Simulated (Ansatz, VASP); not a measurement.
## CdSe in VASP and in Ansatz

```
CELL_PARAMETERS angstrom
4.68352 0.00000 0.00000
-2.34176 4.05605 0.00000
0.00000 0.00000 5.63071
ATOMIC_POSITIONS crystal
Cd 0.33333 0.66667 0.00000
Cd 0.66667 0.33333 0.50000
Se 0.33333 0.66667 0.50000
Se 0.66667 0.33333 0.00000
```

Alike in both runs: functional PBEsol; k mesh 3 × 3 × 2; occupations gaussian, width 0.02 eV; no spin polarisation.

Ansatz relaxed the structure, and its values are those at the end. VASP's run is a single point on that final structure, the one shown.

|  | VASP | Ansatz |
| --- | --- | --- |
| version | VASP 6.6.1 | Ansatz 0.2.0 |
| potentials or method | VASP PAW PBE potentials, release 64 (Cd, Se), cutoff 500 eV | scalar-relativistic, plane waves, PAW |
| valence electrons in the cell | 36 | 72 |

|  | VASP | Ansatz | Ansatz less VASP |
| --- | --- | --- | --- |
| gap on the k mesh at the Fermi level (eV) | none | none | - |
| pressure (GPa) | 0.4 | 0.0 | -0.37 |

VASP's potentials were made for PBE, not for PBEsol. A gap of «none» marks a metal or a gap that the smearing closes. With one functional, cell and mesh, what is left measures potentials, basis and numerics. VASP's potentials hold 36 valence electrons a cell and Ansatz's 72, so a difference there can come from the potentials and not from the codes.

The k mesh is coarse, so the values compare programs but aren't converged.
